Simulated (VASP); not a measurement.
A run of VASP 6.6.1:

File INCAR:

```
SYSTEM = CoSi
PREC = Accurate
ENCUT = 520
EDIFF = 1E-7
ISMEAR = -1
SIGMA = 0.03
LREAL = .FALSE.
LASPH = .TRUE.
NELM = 150
ALGO = Normal
ISIF = 2
LWAVE = .FALSE.
LCHARG = .FALSE.
ISPIN = 2
MAGMOM = 0.5 0
LORBIT = 11
LMAXMIX = 4
GGA = PE
NBANDS = 18
```

KPOINTS

```
regular mesh
0
G
  14 14 14
  0 0 0
```

The input POSCAR:

```
CoSi
1.0
    2.6346693552      0.0000000000      0.0000000000
    0.0000000000      2.6346693552      0.0000000000
    0.0000000000      0.0000000000      2.6346693552
Co Si
1 1
Direct
    0.0000000000      0.0000000000      0.0000000000
    0.5000000000      0.5000000000      0.5000000000
```

Potentials or basis: VASP PAW PBE potentials, release 64 (Co, Si).

Run with:

```sh
$ cat potpaw_PBE.64/Co/POTCAR potpaw_PBE.64/Si/POTCAR > POTCAR
$ mpirun -np 1 vasp_std > vasp.out
```

Hardware: 1 thread of Intel(R) Xeon(R) 6975P-C (Granite Rapids) (shared host).

Task: Estimate the wall time of this run.

Result: Wall time 37 s on 1 thread of Intel(R) Xeon(R) 6975P-C (Granite Rapids), with other jobs on the host, peak memory 0.18 GiB. Counts: scf iterations 22, k points 120.
